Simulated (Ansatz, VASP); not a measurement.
**Two plane-wave programs on Al**

File INCAR:

```
PREC = Accurate
ENCUT = 520
EDIFF = 1E-6
ISMEAR = 0
SIGMA = 0.15
LREAL = F
LASPH = T
NELM = 100
ALGO = Normal
ISIF = 2
LWAVE = F
LCHARG = F
GGA = PE
NBANDS = 8
```

File KPOINTS:

```
regular mesh
0
Gamma
  22 22 22
```

The input POSCAR:

```
Al
1.0
    0.0000000000      1.9913294518      2.0908959244
    1.9913294518      0.0000000000      2.0908959244
    1.9913294518      1.9913294518      0.0000000000
Al
1
Direct
    0.0000000000      0.0000000000      0.0000000000
```

Input for Ansatz:

```yaml
crystal:
  lattice:
    - [0.0, 1.9913294518, 2.0908959244]
    - [1.9913294518, 0.0, 2.0908959244]
    - [1.9913294518, 1.9913294518, 0.0]
  atoms:
    - { symbol: Al, position: [0.0, 0.0, 0.0] }
basis:
  ecutwfc: 420
kpoints:
  mp_grid: { grid: [22, 22, 22] }
hamiltonian:
  xc: pbe
scf:
  occupations: { method: gaussian, width: 0.15 }
output:
  forces: true
  stress: true
  eigenvalues: true
  write_density: true
  write_potential: true
  elf: true
  volumetric_format: npy
```

Alike in both runs: task single point; functional PBE; k mesh 22 × 22 × 22; occupations gaussian, width 0.15 eV; no spin polarisation.

```csv
,VASP,Ansatz
version,VASP 6.6.1,Ansatz 0.2.0
potentials or method,"VASP PAW PBE potentials, release 64 (Al), cutoff 520 eV","scalar-relativistic, plane waves, PAW"
valence electrons in the cell,3,3
```

```tsv
	VASP	Ansatz	Ansatz less VASP
gap on the k mesh at the Fermi level (eV)	none	none	-
pressure (GPa)	-0.3	-0.2	+0.04
traceless stress, the component that is largest in VASP (GPa)	-1.79	-1.80	-0.005
```

A gap of «none» marks a metal or a gap that the smearing closes.
